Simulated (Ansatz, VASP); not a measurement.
## Two plane-wave programs on TaCl3F

```xyz
5
Lattice="4.6415 0.0000 0.0000 -2.3207 4.0196 0.0000 0.0000 0.0000 5.5707" Properties=species:S:1:pos:R:3 pbc="T T T"
Ta    0.0000    2.6798    0.0000
Cl    2.3207    1.3399    1.3867
Cl    2.3207    1.3399    4.1840
Cl    0.0000    0.0000    0.0000
F     0.0000    0.0000    2.7853
```

Change from the starting cell: species swapped into the GaFe3As type (P-6m2, No. 187).

Alike in both runs: task single point; functional PBE; k mesh 6 × 6 × 4; occupations gaussian, width 0.1 eV; collinear spin.

|  | VASP | Ansatz |
| --- | --- | --- |
| version | VASP 6.6.1 | Ansatz 0.2.0 |
| potentials or method | VASP PAW PBE potentials, release 64 (Ta_pv, Cl, F), cutoff 600 eV | scalar-relativistic, plane waves, PAW |
| valence electrons in the cell | 39 | 41 |

```csv
,VASP,Ansatz,Ansatz less VASP
gap on the k mesh at the Fermi level (eV),none,none,-
pressure (GPa),-7.9,-7.8,+0.07
"traceless stress, the component that is largest in VASP (GPa)",14.90,14.94,+0.034
rms of the force components (eV/Å),0.019,0.016,-0.0023
net moment per atom (μB),0.22,0.22,0.000
size of the moment on the site where the two differ most (μB),1.05,0.92,-0.129
```

Site moments also hang on the region over which each program counts them. Atom by atom the forces differ by 0.002 eV/Å (rms over components). A gap of «none» marks a metal or a gap that the smearing closes. With one functional, cell and mesh, what is left measures potentials, basis and numerics. VASP's potentials hold 39 valence electrons a cell and Ansatz's 41, so a difference there can come from the potentials and not from the codes.

Spin-orbit coupling is off throughout.
